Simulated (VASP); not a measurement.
# ZrC in VASP: notebook, part 2 of 2

VASP 6.6.1. Earlier steps stand in the parts before.

## Step 4: Single point, PBE (atom 2 (C) moved 0.12 Å along y)

INCAR reads:

```
PREC = Accurate
ENCUT = 520
EDIFF = 1E-6
ISMEAR = 0
SIGMA = 0.05
LREAL = F
LASPH = T
NELM = 100
ALGO = Normal
ISIF = 2
LWAVE = F
LCHARG = F
GGA = PE
NBANDS = 15
```

KPOINTS reads:

```
Automatic mesh
0
Gamma
  12 12 12
```

POSCAR reads:

```
ZrC
1.0
    3.2695327460      0.0000000000      0.0000000000
   -1.6347663730      2.8314984165      0.0000000000
    0.0000000000      0.0000000000      2.9397343753
Zr C
1 1
Direct
    0.0000000000      0.0000000000      0.0000000000
    0.6878568604      0.3757137208      0.5000000000
```

Potentials or basis: VASP PAW PBE potentials, release 64 (Zr_sv, C).

On the command line:

```sh
$ cat potpaw_PBE.64/Zr_sv/POTCAR potpaw_PBE.64/C/POTCAR > POTCAR
$ mpirun -np 1 vasp_std > vasp.out
```

OUTCAR:

```text
PREC = Accurate
   ENCUT = 520
   EDIFF = 1E-6
   ISMEAR = 0
   LREAL = F
   LASPH = T
   NELM = 100
   ISIF = 2
   GGA = PE

 ion  position               nearest neighbor table
   1  0.000  0.000  0.000-   2 2.30   2 2.30   2 2.44   2 2.44   2 2.44   2 2.44
   2  0.688  0.376  0.500-   1 2.30   1 2.30   1 2.44   1 2.44   1 2.44   1 2.44

  LATTYP: Found a hexagonal cell.
 ALAT       =     3.2695327460
 C/A-ratio  =     0.8991298157

  Lattice vectors:

 A1 = (   3.2695327460,   0.0000000000,   0.0000000000)
 A2 = (  -1.6347663730,   2.8314984165,   0.0000000000)
 A3 = (   0.0000000000,   0.0000000000,   2.9397343753)

Analysis of symmetry for initial positions (statically):
=====================================================================
 Subroutine PRICEL returns:
 Original cell was already a primitive cell.

 Routine SETGRP: Setting up the symmetry group for a
 hexagonal supercell.

 Subroutine GETGRP returns: Found  4 space group operations
 (whereof  4 operations were pure point group operations)
 out of a pool of 24 trial point group operations.

The static configuration has the point symmetry C_2v.
[... 174 lines left out ...]
      5      -1.9837      2.00000
      6       7.2960      2.00000
      7       7.3800      2.00000
      8       7.9218      2.00000
      9      10.6365      0.00000
     10      13.8189      0.00000
     11      14.2051      0.00000
     12      14.2913      0.00000
     13      15.0563      0.00000
     14      15.6742      0.00000
[... 401 lines left out ...]
      2     -17.6699      2.00000
      3     -17.1986      2.00000
      4     -16.5591      2.00000
      5      -0.3167      2.00000
      6       5.1564      2.00000
      7       7.9467      2.00000
      8       8.7761      2.00000
      9       9.4800      0.00000
     10      13.3722      0.00000
     11      13.5404      0.00000
     12      14.6211      0.00000
     13      16.3154      0.00000
     14      18.4437      0.00000
     15      22.4700      0.00000

 [... further k-points ...]

------------------------ aborting loop because EDIFF is reached ----------------------------------------

  FORCE on cell =-STRESS in cart. coord.  units (eV):
  Direction    XX          YY          ZZ          XY          YZ          ZX
  --------------------------------------------------------------------------------------
  -------------------------------------------------------------------------------------
  Total       -0.3449240      0.3474946      0.6070601      0.0000000      0.0000000      0.0000000
  in kB      -20.3059790     20.4573121     35.7381602      0.0000000      0.0000000      0.0000000
  external PRESSURE =      11.9631644 kB  Pullay stress =       0.0000000 kB

 VOLUME and BASIS-vectors are now :
 -----------------------------------------------------------------------------
  energy-cutoff  :      520.00
  volume of cell :       27.22
      direct lattice vectors                 reciprocal lattice vectors
     3.269532746  0.000000000  0.000000000     0.305854101  0.176584948  0.000000000
    -1.634766373  2.831498417  0.000000000     0.000000000  0.353169896  0.000000000
     0.000000000  0.000000000  2.939734375     0.000000000  0.000000000  0.340166788

 POSITION                                       TOTAL-FORCE (eV/Angst)
 -----------------------------------------------------------------------------------
      0.00000      0.00000      0.00000         0.000000      0.708538      0.000000
      1.63477      1.06383      1.46987         0.000000     -0.708538      0.000000
 -----------------------------------------------------------------------------------
    total drift:                                0.000000      0.000141     -0.000000

  FREE ENERGIE OF THE ION-ELECTRON SYSTEM (eV)
  ---------------------------------------------------
  free  energy   TOTEN  =       -17.9761132044 eV

  energy  without entropy=      -17.9756299091  energy(sigma->0) =      -17.97587156
```

Wall time 1.8 min (1 thread of Intel Xeon 8259CL, shared host); peak memory 0.24 GiB.

Results:

- Free energy: -17.9761 eV
- Pressure: 1.2 GPa
- Largest force: 0.709 eV/Å
- Band gap on the k mesh: zero (bands 8 and 9 overlap by 0.44 eV)

Forces on the atoms (eV/Å):
```
Zr   0.000  0.709  0.000
C    0.000 -0.709  0.000
```

Stress tensor (GPa, compression positive):
```
-2.03  0.00  0.00
 0.00  2.05  0.00
 0.00  0.00  3.57
```

Levels at points of the mesh, in eV from the Fermi level:
```tsv
k point	band 6	band 7	band 8	band 9	band 10	band 11
(0.00, 0.00, 0.00)	-1.70	-1.62	-1.07	1.64	4.82	5.21
(0.50, 0.00, 0.00)	-4.03	-1.09	-0.47	0.61	4.57	5.21
(0.00, 0.50, 0.00)	-4.23	-0.91	-0.85	0.43	4.68	5.00
(0.00, 0.00, 0.50)	-4.98	-1.08	0.02	1.69	1.69	3.94
(0.50, 0.00, 0.50)	-3.65	-2.41	-2.18	2.15	5.39	6.27
(0.00, 0.50, 0.50)	-3.35	-2.09	-1.76	1.74	5.43	6.61
```

Caveat: the cell differs from its parent crystal (atom 2 (C) moved 0.12 Å along y); the stress differs along the axes, from -2 to 4 GPa.

## Step 5: Single point, PBE

This run uses another cell than the first one, of 13.60 Å³/atom.

INCAR reads:

```
ALGO = Normal
EDIFF = 1E-6
ENCUT = 520
GGA = PE
ISIF = 2
ISMEAR = 0
LASPH = True
LCHARG = True
LELF = True
LREAL = False
LVHAR = True
LWAVE = False
NBANDS = 15
NELM = 60
PREC = Accurate
SIGMA = 0.05
```

KPOINTS reads:

```
k-points
0
Gamma
  12 12 12
```

POSCAR reads:

```
ZrC
1.0
    3.2695327460      0.0490429912      0.0000000000
   -1.5922938967      2.8069769209      0.0000000000
    0.0000000000      0.0000000000      2.9397343753
Zr C
1 1
Direct
    0.0000000000      0.0000000000      0.0000000000
    0.6666666667      0.3333333333      0.5000000000
```

On the command line:

```sh
$ cat potpaw_PBE.64/Zr_sv/POTCAR potpaw_PBE.64/C/POTCAR > POTCAR
$ mpirun -np 1 vasp_std > vasp.out
```

Wall time 3.1 min (1 thread of Intel Xeon 8259CL, shared host); peak memory 0.32 GiB.

It converged, with:

- Free energy: -18.0057 eV
- Pressure: 0.3 GPa
- Largest force: 0.107 eV/Å
- Band gap on the k mesh: zero (bands 8 and 9 overlap by 0.41 eV)

Forces on the atoms (eV/Å):
```
Zr   0.107 -0.005  0.000
C   -0.107  0.005  0.000
```

Stress tensor (GPa, compression positive):
```
 0.21 -3.68  0.00
-3.68  0.47  0.00
 0.00  0.00  0.24
```

Levels at points of the mesh, in eV from the Fermi level:
| k point | band 6 | band 7 | band 8 | band 9 | band 10 | band 11 |
| --- | --- | --- | --- | --- | --- | --- |
| (0.00, 0.00, 0.00) | -1.74 | -1.41 | -1.20 | 1.70 | 5.20 | 5.23 |
| (0.50, 0.00, 0.00) | -4.11 | -0.87 | -0.54 | 0.48 | 4.75 | 5.10 |
| (0.00, 0.50, 0.00) | -4.06 | -0.83 | -0.55 | 0.38 | 4.66 | 5.01 |
| (0.50, 0.50, 0.00) | -4.01 | -0.79 | -0.55 | 0.28 | 4.58 | 5.10 |
| (0.00, 0.00, 0.50) | -4.97 | -0.58 | -0.50 | 1.52 | 1.95 | 4.67 |
| (0.50, 0.00, 0.50) | -3.54 | -2.11 | -2.02 | 1.90 | 5.36 | 6.54 |
| (0.00, 0.50, 0.50) | -3.56 | -2.27 | -2.04 | 2.04 | 5.39 | 6.51 |
| (0.50, 0.50, 0.50) | -3.58 | -2.41 | -2.06 | 2.18 | 5.48 | 6.48 |

## Step 6: Relaxation of shape and atoms at fixed volume, PBE (12.86 Å³/atom)

This run uses another cell than the first one, of 12.86 Å³/atom.

INCAR reads:

```
SYSTEM = ZrC
ALGO = Normal
EDIFF = 1E-6
EDIFFG = -0.01
ENCUT = 600
GGA = PE
IBRION = 2
ISIF = 4
ISMEAR = 0
LASPH = .TRUE.
LCHARG = .FALSE.
LREAL = .FALSE.
LWAVE = .FALSE.
NELM = 80
NSW = 60
PREC = Accurate
SIGMA = 0.05
```

KPOINTS reads:

```
k-points
0
G
  12 12 12
  0 0 0
```

POSCAR reads:

```
ZrC
1.0
    3.2023277770      0.0000000000      0.0000000000
   -1.6011638885      2.7732972061      0.0000000000
    0.0000000000      0.0000000000      2.8958743699
Zr C
1 1
Direct
    0.0000000000      0.0000000000      0.0000000000
    0.6666666667      0.3333333333      0.5000000000
```

Potentials or basis: VASP PAW PBE potentials, release 64 (Zr_sv, C).

On the command line:

```sh
$ cat potpaw_PBE.64/Zr_sv/POTCAR potpaw_PBE.64/C/POTCAR > POTCAR
$ mpirun -np 1 vasp_std > vasp.out
```

OUTCAR:

```text
SYSTEM = ZrC
   EDIFF = 1E-6
   EDIFFG = -0.01
   ENCUT = 600
   GGA = PE
   IBRION = 2
   ISIF = 4
   ISMEAR = 0
   LASPH = .TRUE.
   LREAL = .FALSE.
   NELM = 80
   NSW = 60
   PREC = Accurate

 ion  position               nearest neighbor table
   1  0.000  0.000  0.000-   2 2.35   2 2.35   2 2.35   2 2.35   2 2.35   2 2.35
   2  0.667  0.333  0.500-   1 2.35   1 2.35   1 2.35   1 2.35   1 2.35   1 2.35

  LATTYP: Found a hexagonal cell.
 ALAT       =     3.2023277770
 C/A-ratio  =     0.9043029232

  Lattice vectors:

 A1 = (   3.2023277770,   0.0000000000,   0.0000000000)
 A2 = (  -1.6011638885,   2.7732972061,   0.0000000000)
 A3 = (   0.0000000000,   0.0000000000,   2.8958743699)

Analysis of symmetry for initial positions (statically):
=====================================================================
 Subroutine PRICEL returns:
 Original cell was already a primitive cell.

 Routine SETGRP: Setting up the symmetry group for a
 hexagonal supercell.

 Subroutine GETGRP returns: Found 12 space group operations
 (whereof 12 operations were pure point group operations)
 out of a pool of 24 trial point group operations.

The static configuration has the point symmetry D_3h.

Analysis of symmetry for dynamics (positions and initial velocities):
=====================================================================
 Subroutine PRICEL returns:
[... 234 lines left out ...]
  ---------------------------------------------------
  ext. energy  EPLUGINS =         0.00000000
  ---------------------------------------------------
  free energy    TOTEN  =       -17.96141960 eV

  energy without entropy =      -17.96074062  energy(sigma->0) =      -17.96108011

 E-fermi :   9.5902     XC(G=0): -12.1142

 val. band max:        9.5669662618   @ k =   0.3333   0.0000   0.0833
 cond. band min:       9.5966592473   @ k =   0.2500   0.2500   0.5000
 fundamental gap:      0.0296929855
 Fermi energy:         9.5901937366

 k-point     1 :       0.0000    0.0000    0.0000
  band No.  band energies     occupation
      1     -38.4133      2.00000
      2     -16.1662      2.00000
      3     -16.1662      2.00000
      4     -15.7713      2.00000
      5      -1.5456      2.00000
      6       7.9750      2.00000
      7       7.9750      2.00000
      8       8.2651      2.00000
      9      11.3626      0.00000
     10      15.2020      0.00000
     11      15.2020      0.00000
     12      15.2167      0.00000
[... 331 lines left out ...]
 k-point    24 :       0.3333    0.0000    0.0833
  band No.  band energies     occupation
      1     -38.3217      2.00000
      2     -16.8562      2.00000
      3     -16.3110      2.00000
      4     -15.7765      2.00000
      5       0.1043      2.00000
      6       5.8681      2.00000
      7       8.7450      2.00000
      8       9.3872      2.00000
      9       9.5670      1.48880
     10      14.1798      0.00000
     11      14.6586      0.00000
     12      16.1327      0.00000

 [... further k-points ...]

------------------------ aborting loop because EDIFF is reached ----------------------------------------

  FORCE on cell =-STRESS in cart. coord.  units (eV):
  Direction    XX          YY          ZZ          XY          YZ          ZX
  --------------------------------------------------------------------------------------
  -------------------------------------------------------------------------------------
  Total        1.8808048      1.8808048      1.8801498      0.0000000      0.0000000      0.0000000
  in kB      117.1689133    117.1689133    117.1281081      0.0000000      0.0000000      0.0000000
  external PRESSURE =     117.1553116 kB  Pullay stress =       0.0000000 kB
[... 17 lines left out ...]
  FREE ENERGIE OF THE ION-ELECTRON SYSTEM (eV)
  ---------------------------------------------------
  free  energy   TOTEN  =       -17.9614196011 eV

  energy  without entropy=      -17.9607406209  energy(sigma->0) =      -17.96108011

 reached required accuracy - stopping structural energy minimisation
```

Wall time 1.8 min (1 thread of Intel Xeon 8259CL, shared host); peak memory 0.2 GiB.

What came out:

```yaml
Free_energy: -17.9614 eV
Energy_gained_by_relaxing: 0.1 meV/atom
Ionic_steps: 3
Pressure_after_relaxing: 11.7 GPa
Band_gap_on_the_k_mesh: zero (bands 8 and 9 overlap by 0.48 eV)
```

The path:
| step | energy change (eV) | largest force (eV/Å) | pressure (GPa) | volume (Å³) |
| --- | --- | --- | --- | --- |
| 1 | 0.0000 | 0.0000 | 11.82 | 25.72 |
| 2 | -0.0001 | 0.0000 | 11.67 | 25.72 |
| 3 | -0.0001 | 0.0000 | 11.72 | 25.72 |

Final structure:
```cif
data_structure
_symmetry_space_group_name_H-M 'P 1'
_symmetry_Int_Tables_number 1
_cell_length_a 3.1996
_cell_length_b 3.1996
_cell_length_c 2.9008
_cell_angle_alpha 90.000
_cell_angle_beta 90.000
_cell_angle_gamma 120.000
_cell_volume 25.72
loop_
_atom_site_label
_atom_site_type_symbol
_atom_site_fract_x
_atom_site_fract_y
_atom_site_fract_z
_atom_site_occupancy
Zr1 Zr 0.00000 0.00000 0.00000 1
C1 C 0.66667 0.33333 0.50000 1
```

## Step 7: Overview

```tsv
task	level	cell	cutoff (eV)	gap on the mesh (eV)	pressure (GPa)	largest force (eV/Å)
single point	PBE	a = 3.390, b = 3.390, c = 3.008 Å, angles 90.0, 90.0, 120.0°, 2 atoms, atomic positions A	520	none	-14.4	-
single point	r2SCAN	a = 3.270, b = 3.270, c = 2.940 Å, angles 90.0, 90.0, 120.0°, 2 atoms, atomic positions A	520	none	-0.1	-
single point	PBE	a = 3.270, b = 3.270, c = 2.940 Å, angles 90.0, 90.0, 120.0°, 2 atoms, atomic positions B	520	none	1.2	0.71
single point	PBE	a = 3.270, b = 3.227, c = 2.940 Å, angles 90.0, 90.0, 118.7°, 2 atoms, atomic positions A	520	none	0.3	0.11
relaxation of shape and atoms at fixed volume	PBE	relaxed from a = 3.202, b = 3.202, c = 2.896 Å, angles 90.0, 90.0, 120.0°, 2 atoms, atomic positions A	600	none	11.7	-
```

Alike in all rows: potentials or basis VASP PAW PBE potentials, release 64 (Zr_sv, C); no spin polarisation; k mesh 12 × 12 × 12; smearing gaussian 0.05 eV.

Caveats: the cell stands under tension (at least some runs); the PAW data sets were made with another functional, which shifts forces and pressure a little (at least some runs); the stress differs along the axes, from -2 to 4 GPa (at least some runs).

Total energies depend on the potentials used, so only differences within one code and one set of settings carry meaning.

The gap in the log of VASP goes by the Fermi energy; the results here count the filled bands.